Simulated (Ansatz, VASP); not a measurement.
# AlN: VASP beside Ansatz

```
Al N
1.0
     3.14492    0.00000    0.00000
    -1.57246    2.72358    0.00000
     0.00000    0.00000    4.95351
Al N
2 2
Direct
  0.33333 0.66667 0.99852
  0.66667 0.33333 0.49852
  0.33333 0.66667 0.38348
  0.66667 0.33333 0.88348
```

Change from the starting cell: strained cell.

Alike in both runs: functional PBEsol; k mesh 9 × 9 × 4; occupations gaussian, width 0.02 eV; no spin polarisation.

Ansatz relaxed the structure, and its values are those at the end. VASP's run is a single point on that final structure, the one shown.

```csv
,VASP,Ansatz
version,VASP 6.6.1,Ansatz 0.2.0
potentials or method,"VASP PAW PBE potentials, release 64 (Al, N), cutoff 600 eV","scalar-relativistic, plane waves, PAW"
valence electrons in the cell,16,16
```

|  | VASP | Ansatz | Ansatz less VASP |
| --- | --- | --- | --- |
| gap on the k mesh at the Fermi level (eV) | 3.91 | 3.89 | -0.014 |
| least direct gap on the mesh (eV) | 3.91 | 3.89 | -0.014 |
| pressure (GPa) | -3.1 | -2.9 | +0.22 |

VASP's potentials were made for PBE, not for PBEsol. Ansatz's warnings: stress scf threshold loose.
